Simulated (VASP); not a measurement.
# Al12H in VASP: further runs

Runs on Al12H. Level: PBE. Tasks: single point.

All numbers are computed with VASP 6.6.1; they aren't measurements. Logs are shortened: lines on timing, memory, paths and dates and some standing lists are left out, and cuts for length are marked.

## 1. The cell of the first run

The cell holds a slab with vacuum, 13 atoms: a = 5.714 Å, b = 5.714 Å, c = 20.102 Å, α = 90.00°, β = 90.00°, γ = 120.00°.

## 2. Single point, PBE

INCAR reads:

```
SYSTEM = Al12H
ALGO = Normal
DIPOL = 0.5 0.5 0.328
EDIFF = 1E-6
ENCUT = 520
GGA = PE
IDIPOL = 3
ISIF = 2
ISMEAR = 0
LASPH = .TRUE.
LCHARG = .TRUE.
LDIPOL = .TRUE.
LELF = .TRUE.
LREAL = .FALSE.
LVACPOTAV = .TRUE.
LVHAR = .TRUE.
LWAVE = .FALSE.
NBANDS = 30
NELM = 60
PREC = Accurate
SIGMA = 0.1
```

KPOINTS reads:

```
k-points
0
G
  6 6 1
  0 0 0
```

POSCAR reads:

```
Al12H
1.0
    5.7143028096      0.0000000000      0.0000000000
   -2.8571514048      4.9487313980      0.0000000000
    0.0000000000      0.0000000000     20.1016424764
Al H
12 1
Direct
    0.3333333333      0.1666666667      0.1989887147
    0.3333333333      0.6666666667      0.1989887147
    0.8333333333      0.1666666667      0.1989887147
    0.8333333333      0.6666666667      0.1989887147
    0.1666666667      0.3333333333      0.3134533099
    0.1666666667      0.8333333333      0.3134533099
    0.6666666667      0.3333333333      0.3134533099
    0.6666666667      0.8333333333      0.3134533099
    0.0000000000      0.0000000000      0.4279074452
    0.0000000000      0.5000000000      0.4279074452
    0.5000000000      0.0000000000      0.4279074452
    0.5000000000      0.5000000000      0.4279074452
    0.0000000000      0.0000000000      0.5088464066
```

Potentials or basis: VASP PAW PBE potentials, release 64 (Al, H).

Started as:

```console
$ cat potpaw_PBE.64/Al/POTCAR potpaw_PBE.64/H/POTCAR > POTCAR
$ mpirun -np 1 vasp_std > vasp.out
```

OUTCAR:

```text
SYSTEM = Al12H
   EDIFF = 1E-6
   ENCUT = 520
   GGA = PE
   ISIF = 2
   ISMEAR = 0
   LASPH = .TRUE.
   LREAL = .FALSE.
   NELM = 60
   PREC = Accurate

 ion  position               nearest neighbor table
   1  0.333  0.167  0.199-   5 2.83   6 2.83   7 2.83   4 2.86   2 2.86   2 2.86   4 2.86   3 2.86
                             3 2.86
   2  0.333  0.667  0.199-   6 2.83   5 2.83   8 2.83   3 2.86   1 2.86   1 2.86   3 2.86   4 2.86
                             4 2.86
   3  0.833  0.167  0.199-   7 2.83   8 2.83   5 2.83   4 2.86   2 2.86   4 2.86   2 2.86   1 2.86
                             1 2.86
   4  0.833  0.667  0.199-   8 2.83   7 2.83   6 2.83   3 2.86   1 2.86   3 2.86   1 2.86   2 2.86
                             2 2.86
   5  0.167  0.333  0.313-   9 2.83  12 2.83  10 2.83   1 2.83   2 2.83   3 2.83   8 2.86   6 2.86
                             6 2.86   8 2.86   7 2.86   7 2.86
   6  0.167  0.833  0.313-  10 2.83  11 2.83   9 2.83   2 2.83   1 2.83   4 2.83   7 2.86   5 2.86
                             5 2.86   7 2.86   8 2.86   8 2.86
   7  0.667  0.333  0.313-  11 2.83  10 2.83  12 2.83   3 2.83   4 2.83   1 2.83   8 2.86   6 2.86
                             8 2.86   6 2.86   5 2.86   5 2.86
   8  0.667  0.833  0.313-  12 2.83   9 2.83  11 2.83   4 2.83   3 2.83   2 2.83   7 2.86   5 2.86
                             7 2.86   5 2.86   6 2.86   6 2.86
   9  0.000  0.000  0.428-  13 1.63   5 2.83   8 2.83   6 2.83  12 2.86  10 2.86  10 2.86  12 2.86
                            11 2.86  11 2.86
  10  0.000  0.500  0.428-   6 2.83   7 2.83   5 2.83   9 2.86  11 2.86   9 2.86  11 2.86  12 2.86
                            12 2.86
  11  0.500  0.000  0.428-   7 2.83   6 2.83   8 2.83  10 2.86  12 2.86  12 2.86  10 2.86   9 2.86
                             9 2.86
  12  0.500  0.500  0.428-   8 2.83   5 2.83   7 2.83   9 2.86  11 2.86  11 2.86   9 2.86  10 2.86
                            10 2.86
  13  0.000  0.000  0.509-   9 1.63

  LATTYP: Found a hexagonal cell.
 ALAT       =     5.7143028096
 C/A-ratio  =     3.5177769093

  Lattice vectors:

 A1 = (   5.7143028096,   0.0000000000,   0.0000000000)
 A2 = (  -2.8571514048,   4.9487313980,   0.0000000000)
 A3 = (   0.0000000000,   0.0000000000,  20.1016424764)

Analysis of symmetry for initial positions (statically):
=====================================================================
 Subroutine PRICEL returns:
 Original cell was already a primitive cell.

 Routine SETGRP: Setting up the symmetry group for a
 hexagonal supercell.

 Subroutine GETGRP returns: Found  6 space group operations
 (whereof  6 operations were pure point group operations)
 out of a pool of 24 trial point group operations.

The static configuration has the point symmetry C_3v.

Analysis of symmetry for dynamics (positions and initial velocities):
=====================================================================
 Subroutine PRICEL returns:
 Original cell was already a primitive cell.

[... 137 lines left out ...]
   LHFCALC =     F    Hartree Fock is set to
   AEXX    =    0.0000 exact exchange contribution
   IVDW    =     0    specifies the selected vdW correction
   LEPSILON=     F    determine dielectric tensor
   LRPA    =     F    only Hartree local field effects (RPA)
 non-spin polarized calculation
 Gauss-broadening in eV      SIGMA  =   0.10
  energy-cutoff  :      520.00
  volume of cell :      568.45
 maximum number of plane-waves:     15351
   NGX = 21   NGY = 21   NGZ = 75

 dipolmoment           0.000000      0.000000     -0.165194 electrons x Angstroem

 number of electron      37.0000000 magnetization

 dipolmoment           0.000000      0.000000      0.081481 electrons x Angstroem

 Free energy of the ion-electron system (eV)
  ---------------------------------------------------
  ext. energy  EPLUGINS =         0.00000000
  ---------------------------------------------------
  free energy    TOTEN  =       -45.07727237 eV

  energy without entropy =      -45.05829154  energy(sigma->0) =      -45.06778196

 E-fermi :   0.1074     XC(G=0):  -4.4856

 val. band max:        0.0737877130   @ k =   0.5000   0.0000   0.0000
 cond. band min:       0.1829597296   @ k =   0.1667   0.1667   0.0000
 fundamental gap:      0.1091720166
 Fermi energy:         0.1073623538

 k-point     1 :       0.0000    0.0000    0.0000
  band No.  band energies     occupation
      1     -10.5093      2.00000
      2      -8.8172      2.00000
      3      -6.2301      2.00000
      4      -4.7283      2.00000
      5      -4.6257      2.00000
      6      -4.6257      2.00000
[... 220 lines left out ...]
     29       3.4242      0.00000
     30       3.4433      0.00000

------------------------ aborting loop because EDIFF is reached ----------------------------------------

  FORCE on cell =-STRESS in cart. coord.  units (eV):
  Direction    XX          YY          ZZ          XY          YZ          ZX
  --------------------------------------------------------------------------------------
  -------------------------------------------------------------------------------------
  Total       -2.1301412     -2.1301412      0.8814183      0.0000000     -0.0000000      0.0000000
  in kB       -6.0038565     -6.0038565      2.4842997      0.0000000     -0.0000000      0.0000000
  external PRESSURE =      -3.1744711 kB  Pullay stress =       0.0000000 kB

 VOLUME and BASIS-vectors are now :
 -----------------------------------------------------------------------------
  energy-cutoff  :      520.00
  volume of cell :      568.45
      direct lattice vectors                 reciprocal lattice vectors
     5.714302810  0.000000000  0.000000000     0.174999476  0.101035995  0.000000000
    -2.857151405  4.948731398  0.000000000     0.000000000  0.202071990  0.000000000
     0.000000000  0.000000000 20.101642476     0.000000000  0.000000000  0.049747179

 POSITION                                       TOTAL-FORCE (eV/Angst)
 -----------------------------------------------------------------------------------
      1.42858      0.82479      4.00000         0.056856      0.032826     -0.083623
     -0.00000      3.29915      4.00000        -0.000000     -0.000000     -0.042250
      4.28573      0.82479      4.00000        -0.056856      0.032826     -0.083623
      2.85715      3.29915      4.00000        -0.000000     -0.065651     -0.083623
      0.00000      1.64958      6.30093        -0.000000      0.200845      0.096221
     -1.42858      4.12394      6.30093         0.173937     -0.100422      0.096221
      2.85715      1.64958      6.30093        -0.000000     -0.000000     -0.087223
      1.42858      4.12394      6.30093        -0.173937     -0.100422      0.096221
      0.00000      0.00000      8.60164        -0.000000     -0.000000      0.569622
     -1.42858      2.47437      8.60164        -0.067806     -0.039148     -0.162512
      2.85715      0.00000      8.60164        -0.000000      0.078295     -0.162512
      1.42858      2.47437      8.60164         0.067806     -0.039148     -0.162512
      0.00000      0.00000     10.22865        -0.000000     -0.000000      0.009592
 -----------------------------------------------------------------------------------
    total drift:                               -0.000000     -0.000000     -0.000110

  FREE ENERGIE OF THE ION-ELECTRON SYSTEM (eV)
  ---------------------------------------------------
  free  energy   TOTEN  =       -45.0772723692 eV

  energy  without entropy=      -45.0582915449  energy(sigma->0) =      -45.06778196

 vacuum level on the upper side and lower side of the slab         4.592         4.070
```

Run time: 8.9 min. Hardware: 1 thread of Intel Xeon 8259CL, shared host; peak memory 0.6 GiB.

Results:

```
Free energy            : -45.0773 eV
Largest force          : 0.570 eV/Å
Band gap on the k mesh : zero (an odd number of electrons rules out a gap without spin polarisation)
```

Forces on the atoms (eV/Å):
```
Al   0.057  0.033 -0.084
Al   0.000  0.000 -0.042
Al  -0.057  0.033 -0.084
Al   0.000 -0.066 -0.084
Al   0.000  0.201  0.096
Al   0.174 -0.100  0.096
Al   0.000  0.000 -0.087
Al  -0.174 -0.100  0.096
Al   0.000  0.000  0.570
Al  -0.068 -0.039 -0.163
Al   0.000  0.078 -0.163
Al   0.068 -0.039 -0.163
H    0.000  0.000  0.010
```

Levels at points of the mesh, in eV from the Fermi level:
| k point | band 17 | band 18 | band 19 | band 20 | band 21 | band 22 |
| --- | --- | --- | --- | --- | --- | --- |
| (0.00, 0.00, 0.00) | -1.73 | -0.39 | -0.39 | -0.24 | -0.16 | -0.16 |
| (0.50, 0.00, 0.00) | -0.51 | -0.25 | -0.03 | 0.92 | 0.99 | 1.32 |

## 3. Single point, PBE

INCAR reads:

```
SYSTEM = Al12H
PREC = Accurate
ENCUT = 520
EDIFF = 1E-6
ISMEAR = 0
SIGMA = 0.1
LREAL = .FALSE.
LASPH = .TRUE.
NELM = 100
ALGO = Normal
ISIF = 2
LWAVE = .FALSE.
LCHARG = .FALSE.
LDIPOL = .TRUE.
IDIPOL = 3
DIPOL = 0.5 0.5 0.320
GGA = PE
NBANDS = 30
```

KPOINTS reads:

```
regular mesh
0
G
  6 6 1
  0 0 0
```

POSCAR, as its differences from that of step 2:

```diff
@@ -20,2 +20,2 @@
     0.5000000000      0.5000000000      0.4279074452
-    0.0000000000      0.0000000000      0.5088464066
+    0.1666666667      0.3333333333      0.3979843180
```

Potentials or basis: VASP PAW PBE potentials, release 64 (Al, H).

Started as:

```console
$ cat potpaw_PBE.64/Al/POTCAR potpaw_PBE.64/H/POTCAR > POTCAR
$ mpirun -np 1 vasp_std > vasp.out
```

Run time: 8 min. Hardware: 1 thread of Intel Xeon 8259CL, shared host; peak memory 0.6 GiB.

Results (log left out):

| Property | Result |
| --- | --- |
| Free energy | -44.3982 eV |
| Largest force | 1.296 eV/Å |
| Band gap on the k mesh | zero (an odd number of electrons rules out a gap without spin polarisation) |

Forces in eV/Å, atoms in the order of the input:
```
Al   0.004 -0.002 -0.061
Al   0.000  0.004 -0.061
Al  -0.004 -0.002 -0.061
Al   0.000  0.000 -0.065
Al   0.000  0.000 -1.296
Al  -0.014 -0.008  0.020
Al   0.000  0.016  0.020
Al   0.014 -0.008  0.020
Al   0.000 -0.940  0.481
Al  -0.814  0.470  0.481
Al   0.000  0.000  0.041
Al   0.814  0.470  0.481
H    0.000  0.000 -0.001
```

Levels at points of the mesh, in eV from the Fermi level:
| k point | band 16 | band 17 | band 18 | band 19 | band 20 | band 21 |
| --- | --- | --- | --- | --- | --- | --- |
| (0.00, 0.00, 0.00) | -2.79 | -0.57 | -0.49 | -0.49 | -0.41 | -0.19 |
| (0.50, 0.00, 0.00) | -0.68 | -0.59 | -0.40 | 0.31 | 0.78 | 1.17 |

## 4. Single point, PBE

INCAR reads:

```
  ALGO = Normal
  DIPOL = 0.5 0.5 0.318
  EDIFF = 1E-6
  ENCUT = 520
  GGA = PE
  IDIPOL = 3
  ISIF = 2
  ISMEAR = 0
  LASPH = T
  LCHARG = T
  LDIPOL = T
  LELF = T
  LREAL = F
  LVACPOTAV = T
  LVHAR = T
  LWAVE = F
  NBANDS = 30
  NELM = 80
  PREC = Accurate
  SIGMA = 0.1
```

KPOINTS reads:

```
k-points
0
Gamma
  6 6 1
```

POSCAR, as its differences from that of step 3:

```diff
@@ -20,2 +20,2 @@
     0.5000000000      0.5000000000      0.4279074452
-    0.1666666667      0.3333333333      0.3979843180
+    0.3333333333      0.1666666667      0.3689607369
```

Started as:

```console
$ cat potpaw_PBE.64/Al/POTCAR potpaw_PBE.64/H/POTCAR > POTCAR
$ mpirun -np 1 vasp_std > vasp.out
```

It took 7 min on 1 thread of Intel Xeon 8259CL, shared host; peak memory 0.6 GiB.

It converged, with:

- Free energy: -44.6319 eV
- Largest force: 0.335 eV/Å
- Band gap on the k mesh: zero (an odd number of electrons rules out a gap without spin polarisation)

Forces in eV/Å, atoms in the order of the input:
```
Al   0.000  0.000  0.037
Al  -0.007 -0.004 -0.072
Al   0.000  0.008 -0.072
Al   0.007 -0.004 -0.072
Al  -0.256  0.148 -0.158
Al   0.000 -0.295 -0.158
Al   0.256  0.148 -0.158
Al   0.000  0.000  0.068
Al  -0.215 -0.124  0.219
Al   0.000  0.000 -0.071
Al   0.215 -0.124  0.219
Al   0.000  0.249  0.219
H    0.000  0.000 -0.003
```

Levels at points of the mesh, in eV from the Fermi level:
| k point | band 17 | band 18 | band 19 | band 20 | band 21 | band 22 |
| --- | --- | --- | --- | --- | --- | --- |
| (0.00, 0.00, 0.00) | -0.63 | -0.38 | -0.38 | -0.23 | -0.17 | -0.17 |
| (0.50, 0.00, 0.00) | -0.44 | -0.27 | 0.57 | 0.87 | 0.91 | 1.31 |

## 5. The runs side by side

| cell | gap on the mesh (eV) | largest force (eV/Å) |
| --- | --- | --- |
| as given, atomic positions A | none | 0.57 |
| as given, atomic positions B | none | 1.30 |
| as given, atomic positions C | none | 0.33 |

Alike in all rows: task single point; level PBE; potentials or basis VASP PAW PBE potentials, release 64 (Al, H); no spin polarisation; k mesh 6 × 6 × 1; cutoff (eV) 520; smearing gaussian 0.1 eV.

Total energies depend on the potentials used, so only differences within one code and one set of settings carry meaning.

The gap in the log of VASP goes by the Fermi energy; the results here count the filled bands.